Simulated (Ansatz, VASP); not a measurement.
## F: VASP beside Ansatz

```
F
1.0
     0.00000    1.96683    1.96683
     1.96683    0.00000    1.96683
     1.96683    1.96683    0.00000
F
2
Cartesian
  -0.4917 -0.4917 -0.4917
  0.4917 0.4917 0.4917
```

Change from the starting cell: volume scaled by 0.6, LAPW.

Alike in both runs: task single point; functional LDA; k mesh 14 × 14 × 14; occupations fermi-dirac, width 0.1 eV; no spin polarisation.

|  | VASP | Ansatz |
| --- | --- | --- |
| version | VASP 6.6.1 | Ansatz 0.2.0 |
| potentials or method | VASP PAW LDA potentials, release 64 (F), cutoff 520 eV | all-electron LAPW, scalar-relativistic |

|  | VASP | Ansatz | Ansatz less VASP |
| --- | --- | --- | --- |
| pressure (GPa) | 106.1 | 106.6 | +0.44 |

LDA's correlation is that of Perdew and Zunger in VASP and of Perdew and Wang (1992) in Ansatz. Both programs put the cell under a high pressure, so it lies far from rest at this level. Ansatz ran all-electron here, and VASP with PAW potentials.

Noted on VASP's run: the cell as given lies far from equilibrium.
